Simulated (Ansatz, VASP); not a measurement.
## Two plane-wave programs on BaTe

INCAR

```
SYSTEM = BaTe
  PREC = Accurate
  ENCUT = 500
  EDIFF = 1E-6
  ISMEAR = 0
  SIGMA = 0.05
  LREAL = .False.
  LASPH = .True.
  NELM = 120
  ALGO = Normal
  ISIF = 2
  LWAVE = .False.
  LCHARG = .True.
  GGA = PE
  LELF = .True.
  LVHAR = .True.
  NBANDS = 15
  GGA_COMPAT = .False.
```

KPOINTS

```
Automatic mesh
0
Gamma
  4 4 4
  0 0 0
```

POSCAR

```
BaTe
1.0
    0.0000000000      3.9141586662      3.9141586662
    3.9141586662      0.0000000000      3.9141586662
    3.9141586662      3.9141586662      0.0000000000
Ba Te
1 1
Direct
    0.0000000000      0.0000000000      0.0000000000
    0.2500000000      0.2500000000      0.2500000000
```

Input for Ansatz:

```yaml
crystal:
  lattice:
    - [0.0, 3.9141586662, 3.9141586662]
    - [3.9141586662, 0.0, 3.9141586662]
    - [3.9141586662, 3.9141586662, 0.0]
  atoms:
    - { symbol: Ba, position: [0.0, 0.0, 0.0] }
    - { symbol: Te, position: [0.25, 0.25, 0.25] }
kpoints:
  mp_grid: { grid: [4, 4, 4] }
hamiltonian:
  xc: pbe
scf:
  occupations: { method: gaussian, width: 0.05 }
  n_extra_bands: 4
output:
  forces: true
  stress: true
  eigenvalues: true
```

Alike in both runs: task single point; functional PBE; k mesh 4 × 4 × 4; occupations gaussian, width 0.05 eV; no spin polarisation.

|  | VASP | Ansatz |
| --- | --- | --- |
| version | VASP 6.6.1 | Ansatz 0.2.0 |
| potentials or method | VASP PAW PBE potentials, release 64 (Ba_sv, Te) | plane waves |
| plane-wave cutoff (eV) | 500 | 420 |
| valence electrons in the cell | 16 | 26 |

VASP gave:

| Quantity | Value |
| --- | --- |
| gap on the k mesh at the Fermi level (eV) | 2.58 |
| pressure (GPa) | 0.2 |

**Question.** Which values does Ansatz return?

**Answer.** gap on the k mesh at the Fermi level (eV): 2.57; pressure (GPa): 0.0.

VASP's potentials hold 16 valence electrons a cell and Ansatz's 26, so a difference there can come from the potentials and not from the codes.

Neither program's run includes spin-orbit coupling.
